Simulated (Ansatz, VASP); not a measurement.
# Ru: VASP beside Ansatz

The input INCAR:

```
SYSTEM = Ru
ALGO = Fast
EDIFF = 1E-7
ENCUT = 520
GGA = PS
ISIF = 2
ISMEAR = 0
LASPH = .True.
LCHARG = .False.
LREAL = .False.
LWAVE = .False.
NBANDS = 21
NELM = 80
PREC = Accurate
SIGMA = 0.15
```

Contents of KPOINTS:

```
k-points
0
Gamma
  24 24 14
  0 0 0
```

Contents of POSCAR:

```
Ru
1.0
    2.6895239996      0.0000000000      0.0000000000
   -1.3447619998      2.3291961077      0.0000000000
    0.0000000000      0.0000000000      4.2519209508
Ru
2
Direct
    0.3333333333      0.6666666667      0.2735187815
    0.6666666667      0.3333333333      0.7264812185
```

Input for Ansatz:

```yaml
crystal:
  lattice:
    - [2.6895239996, 0.0, 0.0]
    - [-1.3447619998, 2.3291961077, 0.0]
    - [0.0, 0.0, 4.2519209508]
  atoms:
    - { symbol: Ru, position: [0.3333333333, 0.6666666667, 0.2735187815] }
    - { symbol: Ru, position: [0.6666666667, 0.3333333333, 0.7264812185] }
basis:
  ecutwfc: 420
kpoints:
  mp_grid: { grid: [24, 24, 14] }
hamiltonian:
  xc: pbesol
scf:
  occupations: { method: gaussian, width: 0.15 }
output:
  forces: true
  stress: true
  eigenvalues: true
```

Change from the starting cell: mode 6 (264.9 1/cm) frozen in, largest displacement -0.100 Å.

Alike in both runs: task single point; functional PBEsol; k mesh 24 × 24 × 14; occupations gaussian, width 0.15 eV; no spin polarisation.

|  | VASP | Ansatz |
| --- | --- | --- |
| version | VASP 6.6.1 | Ansatz 0.2.0 |
| potentials or method | VASP PAW PBE potentials, release 64 (Ru_pv), cutoff 520 eV | scalar-relativistic, plane waves, PAW |
| valence electrons in the cell | 28 | 32 |

|  | VASP | Ansatz | Ansatz less VASP |
| --- | --- | --- | --- |
| gap on the k mesh at the Fermi level (eV) | none | none | - |
| pressure (GPa) | 8.2 | 8.0 | -0.20 |
| traceless stress, the component that is largest in VASP (GPa) | 6.93 | 6.77 | -0.159 |
| rms of the force components (eV/Å) | 1.700 | 1.670 | -0.0304 |

VASP's potentials were made for PBE, not for PBEsol. Atom by atom the forces differ by 0.030 eV/Å (rms over components). A gap of «none» marks a metal or a gap that the smearing closes. The functional is the same, so the differences come from potentials, cutoffs and numerics. VASP's potentials hold 28 valence electrons a cell and Ansatz's 32, so a difference there can come from the potentials and not from the codes.
